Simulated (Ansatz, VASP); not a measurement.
# One calculation of Pt, two programs

File INCAR:

```
SYSTEM = Pt
ALGO = Fast
EDIFF = 1E-7
ENCUT = 520
ISIF = 2
ISMEAR = 0
LASPH = .True.
LCHARG = .False.
LREAL = .False.
LWAVE = .False.
NBANDS = 28
NELM = 100
PREC = Accurate
SIGMA = 0.15
```

KPOINTS

```
k-points
0
Gamma
  18 18 6
  0 0 0
```

POSCAR

```
Pt
1.0
    2.7082945870      0.0000000000      0.0000000000
   -1.3541472935      2.3454519133      0.0000000000
    0.0000000000      0.0000000000      9.3530207388
Pt
4
Direct
    0.6777519504      0.3555039008      0.3750000000
    0.6777519504      0.3555039008      0.8750000000
    0.3222480496      0.6444960992      0.1250000000
    0.3222480496      0.6444960992      0.6250000000
```

Input for Ansatz:

```yaml
crystal:
  lattice:
    - [2.708294587, 0.0, 0.0]
    - [-1.3541472935, 2.3454519133, 0.0]
    - [0.0, 0.0, 9.3530207388]
  atoms:
    - { symbol: Pt, position: [0.6777519504, 0.3555039008, 0.375] }
    - { symbol: Pt, position: [0.6777519504, 0.3555039008, 0.875] }
    - { symbol: Pt, position: [0.3222480496, 0.6444960992, 0.125] }
    - { symbol: Pt, position: [0.3222480496, 0.6444960992, 0.625] }
basis:
  ecutwfc: 420
kpoints:
  mp_grid: { grid: [18, 18, 6] }
hamiltonian:
  xc: lda
  pseudopotentials: { kind: paw, azcp: { folder: soft_1 } }
scf:
  occupations: { method: gaussian, width: 0.15 }
output:
  forces: true
  stress: true
  eigenvalues: true
```

Change from the starting cell: mode 1 frozen in at +0.000 Å and mode 2 at +0.052 Å (largest displacements).

Alike in both runs: task single point; functional LDA; k mesh 18 × 18 × 6; occupations gaussian, width 0.15 eV; no spin polarisation.

```csv
,VASP,Ansatz
version,VASP 6.6.1,Ansatz 0.2.0
potentials or method,"VASP PAW LDA potentials, release 64 (Pt), cutoff 520 eV","scalar-relativistic, plane waves, PAW"
valence electrons in the cell,40,72
```

|  | VASP | Ansatz | Ansatz less VASP |
| --- | --- | --- | --- |
| gap on the k mesh at the Fermi level (eV) | none | none | - |
| pressure (GPa) | 1.0 | 0.2 | -0.80 |
| traceless stress, the component that is largest in VASP (GPa) | -0.35 | -0.06 | +0.288 |
| rms of the force components (eV/Å) | 0.026 | 0.028 | +0.0022 |

Ansatz warns that its potentials were made for another functional, while VASP's fit it. LDA's correlation is that of Perdew and Zunger in VASP and of Perdew and Wang (1992) in Ansatz. Atom by atom the forces differ by 0.002 eV/Å (rms over components). A gap of «none» marks a metal or a gap that the smearing closes. VASP's potentials hold 40 valence electrons a cell and Ansatz's 72, so a difference there can come from the potentials and not from the codes.

Neither program's run includes spin-orbit coupling.
